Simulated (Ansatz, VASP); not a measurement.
## PbO2 in VASP and in Ansatz

INCAR

```
SYSTEM = PbO2
ALGO = Normal ; EDIFF = 1E-6
ENCUT = 520 ; GGA = PS
GGA_COMPAT = .False. ; ISIF = 2
ISMEAR = -1 ; LASPH = .True.
LCHARG = .False. ; LORBIT = 11
LORBMOM = .True. ; LREAL = .False.
LSORBIT = .True. ; LWAVE = .False.
MAGMOM = 0 0 0 0 0 0 0 0 0 ; NBANDS = 39
NELM = 150 ; PREC = Accurate
SIGMA = 0.05
```

Contents of KPOINTS:

```
k-points
0
Gamma
  9 9 9
  0 0 0
```

Contents of POSCAR:

```
PbO2
1.0
    0.0000000000      2.7019920000      2.7019920000
    2.7019920000      0.0000000000      2.7019920000
    2.7019920000      2.7019920000      0.0000000000
Pb O
1 2
Direct
    0.0000000000      0.0000000000      0.0000000000
    0.7500000000      0.7500000000      0.7500000000
    0.2500000000      0.2500000000      0.2500000000
```

File input.yaml:

```yaml
crystal:
  lattice:
    - [0.0, 2.701992, 2.701992]
    - [2.701992, 0.0, 2.701992]
    - [2.701992, 2.701992, 0.0]
  atoms:
    - { symbol: Pb, position: [0.0, 0.0, 0.0] }
    - { symbol: O, position: [0.75, 0.75, 0.75] }
    - { symbol: O, position: [0.25, 0.25, 0.25] }
hamiltonian:
  xc: pbesol
  pseudopotentials: { kind: paw_fr }
magnetization:
  noncollinear: true
  spin_orbit: true
kpoints:
  mp_grid: { grid: [9, 9, 9] }
  band_path:
    path:
      - [[0.0, 0.0, 0.0], [0.5, 0.0, 0.5], [0.5, 0.25, 0.75], [0.375, 0.375, 0.75], [0.0, 0.0, 0.0], [0.5, 0.5, 0.5], [0.625, 0.25, 0.625], [0.5, 0.25, 0.75], [0.5, 0.5, 0.5], [0.375, 0.375, 0.75]]
      - [[0.625, 0.25, 0.625], [0.5, 0.0, 0.5]]
    npoints: 14
scf:
  occupations: { method: fermi_dirac, width: 0.05 }
  n_extra_bands: 7
output:
  forces: true
  stress: true
  eigenvalues: true
  fatbands: false
```

Alike in both runs: functional PBEsol; k mesh 9 × 9 × 9; occupations fermi-dirac, width 0.05 eV; non-collinear spin, spin-orbit coupling.

|  | VASP | Ansatz |
| --- | --- | --- |
| version | VASP 6.6.1 | Ansatz 0.2.0 |
| potentials or method | VASP PAW PBE potentials, release 64 (Pb_d, O) | Ansatz PAW |
| plane-wave cutoff (eV) | 520 | 420 |
| valence electrons in the cell | 26 | 26 |
| task | single point | band structure |

```tsv
	VASP	Ansatz	Ansatz less VASP
pressure (GPa)	-5.8	-6.1	-0.31
```

VASP's potentials were made for PBE, not for PBEsol.
